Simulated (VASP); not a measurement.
W:

```xyz
1
Lattice="0.0000 1.9950 1.9950 1.9950 0.0000 1.9950 1.9950 1.9950 0.0000" Properties=species:S:1:pos:R:3 pbc="T T T"
W     0.0000    0.0000    0.0000
```

This isn't the form of W at room conditions, which is bcc.

- Program: VASP 6.6.1
- Task: relaxation of cell and atoms
- Functional: PBE
- Potentials or basis: VASP PAW PBE potentials, release 64 (W_sv)
- Cutoff: 500 eV
- k mesh: 10 × 10 × 10
- Occupations: methfessel-paxton, width 0.1 eV
- Spin: no spin polarisation

At the start: pressure 11.8 GPa; volume 15.88 Å³/atom.

Where does the relaxation end?

Over 4 steps the energy falls by 21.8 meV/atom and the volume is 16.49 Å³/atom (+3.9 %); space group Fm-3m (No. 225, to 0.1 Å) before and after.

Step by step:
```tsv
step	energy change (eV)	largest force (eV/Å)	pressure (GPa)	volume (Å³)
1	0.0000	0.0000	11.82	15.88
2	0.1940	0.0000	-27.61	18.73
3	-0.0218	0.0000	-0.66	16.53
4	-0.0218	0.0000	-0.03	16.49
```

Final structure:
```
CELL_PARAMETERS angstrom
0.00000 2.02031 2.02031
2.02031 0.00000 2.02031
2.02031 2.02031 0.00000
ATOMIC_POSITIONS crystal
W 0.00000 0.00000 0.00000
```
